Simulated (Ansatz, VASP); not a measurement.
# Two plane-wave programs on AlN

POSCAR

```
AlN
1.0
    3.2309319515      0.0000000000      0.0000000000
   -1.6154659757      2.7980691479      0.0000000000
    0.0000000000      0.0000000000      5.3766772330
Al N
2 2
Direct
    0.3333333333      0.6666666667      0.0016929024
    0.6666666667      0.3333333333      0.5016929024
    0.3333333333      0.6666666667      0.3833070976
    0.6666666667      0.3333333333      0.8833070976
```

Contents of INCAR.step1:

```
PREC = Accurate ; ENCUT = 520
ISMEAR = 0 ; SIGMA = 0.05
LREAL = F ; LASPH = T
NELM = 100 ; NBANDS = 16
GGA = PE ; ALGO = Normal
EDIFF = 1E-4 ; LWAVE = T
LCHARG = F
```

INCAR.step2

```
PREC = Accurate ; ENCUT = 520
EDIFF = 1E-6 ; ISMEAR = 0
SIGMA = 0.05 ; LREAL = F
LASPH = T ; NELM = 100
ALGO = Normal ; ISIF = 2
LWAVE = F ; LCHARG = F
METAGGA = R2SCAN ; LMIXTAU = T
NBANDS = 16 ; ISTART = 1
```

KPOINTS

```
regular mesh
0
Gamma
  12 12 6
```

Input for Ansatz:

```yaml
crystal:
  lattice:
    - [3.2309319515, 0.0, 0.0]
    - [-1.6154659757, 2.7980691479, 0.0]
    - [0.0, 0.0, 5.376677233]
  atoms:
    - { symbol: Al, position: [0.3333333333, 0.6666666667, 0.0016929024] }
    - { symbol: Al, position: [0.6666666667, 0.3333333333, 0.5016929024] }
    - { symbol: "N", position: [0.3333333333, 0.6666666667, 0.3833070976] }
    - { symbol: "N", position: [0.6666666667, 0.3333333333, 0.8833070976] }
basis:
  ecutwfc: 500
kpoints:
  mp_grid: { grid: [12, 12, 6] }
hamiltonian:
  xc: r2scan
scf:
  occupations: { method: gaussian, width: 0.05 }
output:
  forces: true
  stress: true
  eigenvalues: true
```

Change from the starting cell: strain +0.040 along x and y, +0.080 along z, atoms carried along.

Alike in both runs: task single point; functional r2SCAN; k mesh 12 × 12 × 6; occupations gaussian, width 0.05 eV; no spin polarisation.

```csv
,VASP,Ansatz
version,VASP 6.6.1,Ansatz 0.2.0
potentials or method,"VASP PAW PBE potentials, release 64 (Al, N), cutoff 520 eV","scalar-relativistic, plane waves, PAW"
valence electrons in the cell,16,16
```

|  | VASP | Ansatz | Ansatz less VASP |
| --- | --- | --- | --- |
| gap on the k mesh at the Fermi level (eV) | 3.59 | 3.56 | -0.032 |
| least direct gap on the mesh (eV) | 3.59 | 3.56 | -0.032 |
| pressure (GPa) | -24.1 | -23.7 | +0.40 |
| traceless stress, the component that is largest in VASP (GPa) | -5.47 | -5.41 | +0.057 |
| rms of the force components (eV/Å) | 0.070 | 0.069 | -0.0009 |

VASP's potentials were made for PBE, not for r2SCAN. Atom by atom the forces differ by 0.001 eV/Å (rms over components).
